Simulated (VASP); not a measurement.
Here is a VASP 6.6.1 calculation.

Contents of INCAR:

```
SYSTEM = Hf
PREC = Accurate ; ENCUT = 520
EDIFF = 1E-6 ; ISMEAR = 1
SIGMA = 0.1 ; LREAL = .False.
LASPH = .True. ; NELM = 100
ALGO = Normal ; ISIF = 2
LWAVE = .False. ; LCHARG = .False.
GGA = CA ; NBANDS = 17
```

The input KPOINTS:

```
regular mesh
0
Gamma
  12 12 7
  0 0 0
```

Contents of POSCAR:

```
Hf
1.0
    3.1183974891      0.0000000000      0.0000000000
   -1.5591987445      2.7006114446      0.0000000000
    0.0000000000      0.0000000000      4.9475473504
Hf
2
Direct
    0.3333333333      0.6666666667      0.2500000000
    0.6666666667      0.3333333333      0.7500000000
```

Potentials or basis: VASP PAW LDA potentials, release 64 (Hf_pv).

Launch:

```bash
$ cat potpaw_LDA.64/Hf_pv/POTCAR > POTCAR
$ mpirun -np 1 vasp_std > vasp.out
```

What does it give for the band gap on the k mesh?

Zero (band 10 reaches 6.43 eV, above the bottom of band 11 at 5.02 eV).

Estimate the pressure.

0.1 GPa.

Stress tensor (GPa, compression positive):
```
 0.24  0.00  0.00
 0.00  0.24  0.00
 0.00  0.00 -0.11
```

Caveat: spin-orbit coupling is left out, which moves the levels of the heavy elements.
